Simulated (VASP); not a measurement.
A run of VASP 6.6.1:

The input INCAR:

```
SYSTEM = B
PREC = Accurate
ENCUT = 520
EDIFF = 1E-6
ISMEAR = 0
SIGMA = 0.01
LREAL = .FALSE.
LASPH = .TRUE.
NELM = 60
ALGO = Normal
ISIF = 2
LWAVE = .FALSE.
LCHARG = .FALSE.
GGA = PE
NBANDS = 22
```

KPOINTS

```
regular mesh
0
G
  8 8 12
  0 0 0
```

The input POSCAR:

```
B
1.0
    4.4981036256      0.0000000000      0.0000000000
    0.0000000000      4.4981036256      0.0000000000
    0.0000000000      0.0000000000      3.2367857805
B
8
Direct
    0.0751289378      0.2970930524      0.2565389090
    0.9248710622      0.7029069476      0.7565389090
    0.7029069476      0.0751289378      0.0065389090
    0.2970930524      0.9248710622      0.5065389090
    0.2970930524      0.0751289378      0.9934610910
    0.7029069476      0.9248710622      0.4934610910
    0.9248710622      0.2970930524      0.7434610910
    0.0751289378      0.7029069476      0.2434610910
```

Potentials or basis: VASP PAW PBE potentials, release 64 (B).

Launch:

```bash
$ cat potpaw_PBE.64/B/POTCAR > POTCAR
$ mpirun -np 1 vasp_std > vasp.out
```

Hardware: 1 thread of Intel(R) Xeon(R) 6975P-C (Granite Rapids) (shared host).

Problem. How long does it take, and how much memory?

Solution. Wall time 46 s on 1 thread of Intel(R) Xeon(R) 6975P-C (Granite Rapids), with other jobs on the host, peak memory 0.23 GiB. Counts: scf iterations 13, k points 105.
